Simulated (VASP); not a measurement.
A run of VASP 6.6.1 is set up as follows.

Contents of INCAR:

```
SYSTEM = Zr5C2
  PREC = Accurate
  ENCUT = 600
  EDIFF = 1E-6
  ISMEAR = 0
  SIGMA = 0.1
  LREAL = .False.
  LASPH = .True.
  NELM = 100
  ALGO = Fast
  ISIF = 3
  LWAVE = .False.
  LCHARG = .False.
  GGA = PE
  IBRION = 2
  NSW = 100
  EDIFFG = -0.01
```

Contents of KPOINTS:

```
regular mesh
0
Gamma
  12 12 8
  0 0 0
```

File POSCAR:

```
Zr5C2
1.0
    5.6116963237      0.0000000000      0.0000000000
   -2.8058481618      4.8598715746      0.0000000000
    0.0000000000      0.0000000000      5.1383450434
Zr C
5 2
Direct
    0.5000000000      0.0000000000      0.0000000000
    0.0000000000      0.5000000000      0.0000000000
    0.5000000000      0.5000000000      0.0000000000
    0.3333333333      0.6666666667      0.5000000000
    0.6666666667      0.3333333333      0.5000000000
    0.0000000000      0.0000000000      0.6313818936
    0.0000000000      0.0000000000      0.3686181064
```

Potentials or basis: VASP PAW PBE potentials, release 64 (Zr_sv, C).

Launch:

```bash
$ cat potpaw_PBE.64/Zr_sv/POTCAR potpaw_PBE.64/C/POTCAR > POTCAR
$ mpirun -np 1 vasp_std > vasp.out
```

Task: What does it give for the relaxed volume?

Result: 20.03 Å³/atom.

Task: Estimate the band gap on the k mesh.

Result: Zero (bands 34 and 35 overlap by 0.74 eV).

Task: What does it give for the space group after relaxing (to 0.1 Å)?

Result: P6/mmm (No. 191).

Task: Predict the relaxed cell.

Result: a = 5.621 Å, b = 5.621 Å, c = 5.125 Å, α = 90.00°, β = 90.00°, γ = 120.00°.

The path:
| step | energy change (eV) | largest force (eV/Å) | pressure (GPa) | volume (Å³) |
| --- | --- | --- | --- | --- |
| 1 | 0.0000 | 0.0511 | 0.05 | 140.13 |
| 2 | 0.0001 | 0.1255 | -0.10 | 140.25 |
| 3 | -0.0001 | 0.0221 | -0.02 | 140.18 |
| 4 | -0.0002 | 0.0134 | 0.00 | 140.21 |
| 5 | -0.0003 | 0.0009 | 0.02 | 140.24 |
